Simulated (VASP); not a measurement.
# TaN (I4/mmm) in VASP: single point with PBEsol

Aim: the single point of TaN with PBEsol.

All numbers are computed with VASP 6.6.1; they aren't measurements. Logs are shortened: lines on timing, memory, paths and dates and some standing lists are left out, and cuts for length are marked.

### Step 1. The cell of the first run

The structure is tetragonal, space group I4/mmm (No. 139). The conventional cell has a = 3.094 Å, b = 3.094 Å, c = 4.179 Å, α = 90.00°, β = 90.00°, γ = 90.00°. Within 2.8 Å of Ta (site symmetry 4/mmm) lie 6 N at 2.09 to 2.19 Å. Within 2.8 Å of N (site symmetry 4/mmm) lie 6 Ta at 2.09 to 2.19 Å.

### Step 2. Single point, PBEsol (strain along c alone, the other axes held: -4.5 %)

File INCAR:

```
SYSTEM = TaN
  ALGO = Normal
  EDIFF = 1E-6
  ENCUT = 520
  GGA = PS
  ISIF = 2
  ISMEAR = 0
  LASPH = .TRUE.
  LCHARG = .FALSE.
  LREAL = .FALSE.
  LWAVE = .FALSE.
  NBANDS = 24
  NELM = 60
  PREC = Accurate
  SIGMA = 0.1
```

File KPOINTS:

```
k-points
0
G
  16 16 12
  0 0 0
```

File POSCAR:

```
TaN
1.0
    2.1878447014      2.1878447014      0.0000000000
   -2.1878447014      2.1878447014      0.0000000000
    0.0000000000      0.0000000000      4.1787833797
Ta N
2 2
Direct
    0.5000000000      0.5000000000      0.0000000000
    0.0000000000      0.0000000000      0.5000000000
    0.0000000000      0.0000000000      0.0000000000
    0.5000000000      0.5000000000      0.5000000000
```

Potentials or basis: VASP PAW PBE potentials, release 64 (Ta_pv, N).

Run with:

```
> cat potpaw_PBE.64/Ta_pv/POTCAR potpaw_PBE.64/N/POTCAR > POTCAR
> mpirun -np 1 vasp_std > vasp.out
```

OUTCAR:

```text
SYSTEM = TaN
   EDIFF = 1E-6
   ENCUT = 520
   GGA = PS
   ISIF = 2
   ISMEAR = 0
   LASPH = .TRUE.
   LREAL = .FALSE.
   NELM = 60
   PREC = Accurate

 ion  position               nearest neighbor table
   1  0.500  0.500  0.000-   4 2.09   4 2.09   3 2.19   3 2.19   3 2.19   3 2.19   2 3.03   2 3.03
                             2 3.03   2 3.03   2 3.03   2 3.03   2 3.03   2 3.03
   2  0.000  0.000  0.500-   3 2.09   3 2.09   4 2.19   4 2.19   4 2.19   4 2.19   1 3.03   1 3.03
                             1 3.03   1 3.03   1 3.03   1 3.03   1 3.03   1 3.03
   3  0.000  0.000  0.000-   2 2.09   2 2.09   1 2.19   1 2.19   1 2.19   1 2.19
   4  0.500  0.500  0.500-   1 2.09   1 2.09   2 2.19   2 2.19   2 2.19   2 2.19

  LATTYP: Found a simple tetragonal cell.
 ALAT       =     3.0940796491
 C/A-ratio  =     1.3505739521

  Lattice vectors:

 A1 = (   2.1878447014,   2.1878447014,   0.0000000000)
 A2 = (  -2.1878447014,   2.1878447014,   0.0000000000)
 A3 = (   0.0000000000,   0.0000000000,   4.1787833797)

Analysis of symmetry for initial positions (statically):
=====================================================================
 Subroutine PRICEL returns following result:

  LATTYP: Found a body centered tetragonal cell.
 ALAT       =     3.0940796491
 C/A-ratio  =     1.3505739521

  Lattice vectors:

 A1 = (   0.0000000000,  -2.1878447014,  -2.0893916898)
 A2 = (   0.0000000000,   2.1878447014,  -2.0893916898)
 A3 = (   2.1878447014,   0.0000000000,   2.0893916898)

   2 primitive cells build up your supercell.

 Routine SETGRP: Setting up the symmetry group for a
 simple tetragonal supercell.

 Subroutine GETGRP returns: Found 16 space group operations
 (whereof 16 operations were pure point group operations)
 out of a pool of 16 trial point group operations.

The static configuration has the point symmetry D_4h.

Analysis of symmetry for dynamics (positions and initial velocities):
=====================================================================
 Subroutine PRICEL returns following result:

  LATTYP: Found a body centered tetragonal cell.
 ALAT       =     3.0940796491
 C/A-ratio  =     1.3505739521

  Lattice vectors:

 A1 = (   0.0000000000,  -2.1878447014,  -2.0893916898)
 A2 = (   0.0000000000,   2.1878447014,  -2.0893916898)
 A3 = (   2.1878447014,   0.0000000000,   2.0893916898)

   2 primitive cells build up your supercell.

 Routine SETGRP: Setting up the symmetry group for a
 simple tetragonal supercell.

 Subroutine GETGRP returns: Found 16 space group operations
 (whereof 16 operations were pure point group operations)
 out of a pool of 16 trial point group operations.

The dynamic configuration has the point symmetry D_4h.

 Subroutine INISYM returns: Found 16 space group operations
 (whereof 16 operations are pure point group operations),
 and found     2 'primitive' translations

----------------------------------------------------------------------------------------

                                     Primitive cell

  volume of cell :      20.0024

  direct lattice vectors                    reciprocal lattice vectors
     0.000000000 -2.187844701 -2.089391690     0.228535416 -0.228535416 -0.239304101
     0.000000000  2.187844701 -2.089391690     0.228535416  0.228535416 -0.239304101
     2.187844701  0.000000000  2.089391690     0.457070833  0.000000000  0.000000000

  length of vectors
     3.025263967  3.025263967  3.025263967     0.402148388  0.402148388  0.457070833

  position of ions in fractional coordinates (direct lattice)
     0.500000000  0.500000000  0.000000000
     0.000000000  0.000000000  0.000000000

  ion indices of the primitive-cell ions
   primitive index   ion index
                 1           1
                 2           4

----------------------------------------------------------------------------------------

 KPOINTS: k-points

Automatic generation of k-mesh.
 Grid dimensions read from file:
 generate k-points for:   16   16   12

 Generating k-lattice:

  Cartesian coordinates                     Fractional coordinates (reciprocal lattice)
     0.014283464  0.014283464  0.000000000     0.062500000  0.000000000  0.000000000
    -0.014283464  0.014283464  0.000000000     0.000000000  0.062500000  0.000000000
     0.000000000  0.000000000  0.019942008     0.000000000  0.000000000  0.083333333

  Length of vectors
     0.020199868  0.020199868  0.019942008

  Shift w.r.t. Gamma in fractional coordinates (k-lattice)
     0.000000000  0.000000000  0.000000000

 Subroutine IBZKPT returns following result:
 ===========================================

 Found    315 irreducible k-points:

 Following reciprocal coordinates:
            Coordinates               Weight
  0.000000  0.000000  0.000000      1.000000
  0.062500  0.000000  0.000000      4.000000
  0.125000  0.000000  0.000000      4.000000
  0.187500  0.000000  0.000000      4.000000
  0.250000  0.000000  0.000000      4.000000
  0.312500  0.000000  0.000000      4.000000
[... 16 lines left out ...]
  0.437500  0.125000  0.000000      8.000000
  0.500000  0.125000  0.000000      4.000000
 [... further k-points ...]
   k-points           NKPTS =    315   k-points in BZ     NKDIM =    315   number of bands    NBANDS=     24
   number of dos      NEDOS =    301   number of ions     NIONS =      4
   total plane-waves  NPLWV =  18432
   dimension x,y,z NGX =    24 NGY =   24 NGZ =   32
   dimension x,y,z NGXF=    48 NGYF=   48 NGZF=   64
   ions per type =               2   2
   NGX,Y,Z   is equivalent  to a cutoff of  12.90, 12.90, 12.73 a.u.
   NGXF,Y,Z  is equivalent  to a cutoff of  25.79, 25.79, 25.46 a.u.
 SYSTEM =  TaN
   PREC   = accura    normal or accurate (medium, high low for compatibility)
   ISTART =      0    job   : 0-new  1-cont  2-samecut
   ICHARG =      2    charge: 1-file 2-atom 10-const
   ISPIN  =      1    spin polarized calculation?
   LNONCOLLINEAR =      F non collinear calculations
   LSORBIT =      F    spin-orbit coupling
   LASPH  =      T    aspherical Exc in radial PAW
   ENCUT  =  520.0 eV  38.22 Ry    6.18 a.u.   5.75  5.75  7.77*2*pi/ulx,y,z
   NELM   =     60;   NELMIN=  2; NELMDL= -5     # of ELM steps
   EDIFF  = 0.1E-05   stopping-criterion for ELM
   LREAL  =      F    real-space projection
   EDIFFG = 0.1E-04   stopping-criterion for IOM
   NSW    =      0    number of steps for IOM
   IBRION =     -1    ionic relax: 0-MD 1-quasi-New 2-CG
   NFREE  =      0    steps in history (QN), initial steepest desc. (CG)
   ISIF   =      2    stress and relaxation
   ISYM   =      2    0-nonsym 1-usesym 2-fastsym
   POTIM  = 0.5000    time-step for ionic-motion
   TEBEG  =    0.0;   TEEND  =   0.0 temperature during run
   PSTRESS=    0.0 pullay stress
   NELECT =      32.0000    total number of electrons
   NUPDOWN=      -1.0000    fix difference up-down
   EMIN   =  10.00;   EMAX   =-10.00  energy-range for DOS
   EFERMI =   0.00;   METHOD = LEGACY
   ISMEAR =     0;   SIGMA  =   0.10  broadening in eV -4-tet -1-fermi 0-gaus
   EFERMI_NEDOS =   21; number of points for ismear=-14 and -15
   IALGO  =     38    algorithm
   IMIX   =      4    mixing-type and parameters
     AMIX     =   0.40;   BMIX     =  1.00
     AMIX_MAG =   1.60;   BMIX_MAG =  1.00
  volume/ion in A,a.u.               =      10.00        67.49
  Fermi-wavevector in a.u.,A,eV,Ry     =   1.519686  2.871790 31.421916  2.309446
  Thomas-Fermi vector in A             =   2.628638
   LORBIT       =      0    0 simple, 1 ext, 2 COOP (PROOUT), +10 PAW based schemes
   GGA     = PS    functional components
   LHFCALC =     F    Hartree Fock is set to
   AEXX    =    0.0000 exact exchange contribution
   IVDW    =     0    specifies the selected vdW correction
   LEPSILON=     F    determine dielectric tensor
   LRPA    =     F    only Hartree local field effects (RPA)
 non-spin polarized calculation
 Gauss-broadening in eV      SIGMA  =   0.10
  energy-cutoff  :      520.00
  volume of cell :       40.00
 maximum number of plane-waves:      1096
 NGX is ok and might be reduce to    24
   NGX = 11   NGY = 11   NGZ = 15

 number of electron      32.0000001 magnetization

 Free energy of the ion-electron system (eV)
  ---------------------------------------------------
  ext. energy  EPLUGINS =         0.00000000
  ---------------------------------------------------
  free energy    TOTEN  =       -46.16487037 eV

  energy without entropy =      -46.15804564  energy(sigma->0) =      -46.16145801

 E-fermi :  10.0665     XC(G=0): -13.9250

 val. band max:       10.0566073826   @ k =   0.4375   0.0000   0.0000
 cond. band min:      10.0668640304   @ k =   0.3750   0.0625   0.3333
 fundamental gap:      0.0102566478
 Fermi energy:        10.0664584755

 k-point     1 :       0.0000    0.0000    0.0000
  band No.  band energies     occupation
      1     -26.4176      2.00000
      2     -25.9048      2.00000
      3     -25.9048      2.00000
      4     -25.4967      2.00000
      5     -25.4967      2.00000
      6     -25.4939      2.00000
[... 16 lines left out ...]
     23      13.9952      0.00000
     24      13.9952      0.00000

 k-point     2 :       0.0625    0.0000    0.0000
  band No.  band energies     occupation
      1     -26.4075      2.00000
      2     -25.9208      2.00000
      3     -25.8986      2.00000
      4     -25.5220      2.00000
      5     -25.5014      2.00000
      6     -25.4981      2.00000
[... 16 lines left out ...]
     23      13.8698      0.00000
     24      13.9112      0.00000

 k-point     3 :       0.1250    0.0000    0.0000
  band No.  band energies     occupation
      1     -26.3779      2.00000
      2     -25.9655      2.00000
      3     -25.8804      2.00000
      4     -25.5938      2.00000
      5     -25.5237      2.00000
      6     -25.5028      2.00000
[... 16 lines left out ...]
     23      13.5372      0.00000
     24      13.6663      0.00000
[... 514 lines left out ...]
 k-point    23 :       0.4375    0.1250    0.0000
  band No.  band energies     occupation
      1     -26.2412      2.00000
      2     -26.1773      2.00000
      3     -26.0000      2.00000
      4     -25.8322      2.00000
      5     -25.7199      2.00000
      6     -25.6421      2.00000
[... 16 lines left out ...]
     23      15.4253      0.00000
     24      16.8899      0.00000

 k-point    24 :       0.5000    0.1250    0.0000
  band No.  band energies     occupation
      1     -26.2275      2.00000
      2     -26.2275      2.00000
      3     -25.9147      2.00000
      4     -25.9147      2.00000
      5     -25.6784      2.00000
      6     -25.6784      2.00000
[... 16 lines left out ...]
     23      16.3825      0.00000
     24      16.3825      0.00000

 [... further k-points ...]

------------------------ aborting loop because EDIFF is reached ----------------------------------------

  FORCE on cell =-STRESS in cart. coord.  units (eV):
  Direction    XX          YY          ZZ          XY          YZ          ZX
  --------------------------------------------------------------------------------------
  -------------------------------------------------------------------------------------
  Total        2.0640593      2.0640593     11.9980782      0.0000000     -0.0000000      0.0000000
  in kB       82.6646674     82.6646674    480.5177497      0.0000000     -0.0000000      0.0000000
  external PRESSURE =     215.2823615 kB  Pullay stress =       0.0000000 kB

 VOLUME and BASIS-vectors are now :
 -----------------------------------------------------------------------------
  energy-cutoff  :      520.00
  volume of cell :       40.00
      direct lattice vectors                 reciprocal lattice vectors
     2.187844701  2.187844701  0.000000000     0.228535416  0.228535416  0.000000000
    -2.187844701  2.187844701  0.000000000    -0.228535416  0.228535416  0.000000000
     0.000000000  0.000000000  4.178783380     0.000000000  0.000000000  0.239304101

 POSITION                                       TOTAL-FORCE (eV/Angst)
 -----------------------------------------------------------------------------------
      0.00000      2.18784      0.00000         0.000000     -0.000000     -0.000000
      0.00000      0.00000      2.08939        -0.000000      0.000000      0.000000
      0.00000      0.00000      0.00000         0.000000     -0.000000      0.000000
      0.00000      2.18784      2.08939        -0.000000      0.000000      0.000000
 -----------------------------------------------------------------------------------
    total drift:                                0.000000     -0.000000     -0.000000

  FREE ENERGIE OF THE ION-ELECTRON SYSTEM (eV)
  ---------------------------------------------------
  free  energy   TOTEN  =       -46.1648703699 eV

  energy  without entropy=      -46.1580456420  energy(sigma->0) =      -46.16145801
```

Wall time 83 s (1 thread of Intel Xeon 6975P-C (Granite Rapids), shared host); peak memory 0.35 GiB.

What came out:

| Property | Result |
| --- | --- |
| Free energy | -46.1649 eV |
| Pressure | 21.5 GPa |
| Band gap on the k mesh | zero (bands 16 and 17 overlap by 4.39 eV) |

Stress tensor (GPa, compression positive):
```
 8.27  0.00  0.00
 0.00  8.27  0.00
 0.00  0.00 48.05
```

Levels at points of the mesh, in eV from the Fermi level:
```csv
k point,band 13,band 14,band 15,band 16,band 17,band 18,band 19,band 20
"(0.00, 0.00, 0.00)",-4.05,-4.05,-3.76,-2.47,-2.47,-1.88,-0.30,-0.03
"(0.50, 0.00, 0.00)",-6.54,-6.54,0.26,0.26,0.46,0.46,1.73,1.73
"(0.50, 0.50, 0.00)",-4.78,-4.78,-4.50,-4.50,2.15,2.15,3.61,3.61
"(0.00, 0.00, 0.50)",-5.39,-5.39,-4.37,-4.37,0.88,0.88,2.13,2.13
"(0.50, 0.00, 0.50)",-8.04,-8.04,1.88,1.88,2.34,2.34,2.35,2.35
"(0.50, 0.50, 0.50)",-7.24,-7.24,0.35,0.35,0.35,0.35,3.64,3.64
```

Caveat: the cell differs from its parent crystal (strain along c alone, the other axes held: -4.5 %); the stress differs along the axes, from 8 to 48 GPa; the PAW data sets were made with another functional, which shifts forces and pressure a little; spin-orbit coupling is left out, which moves the levels of the heavy elements.
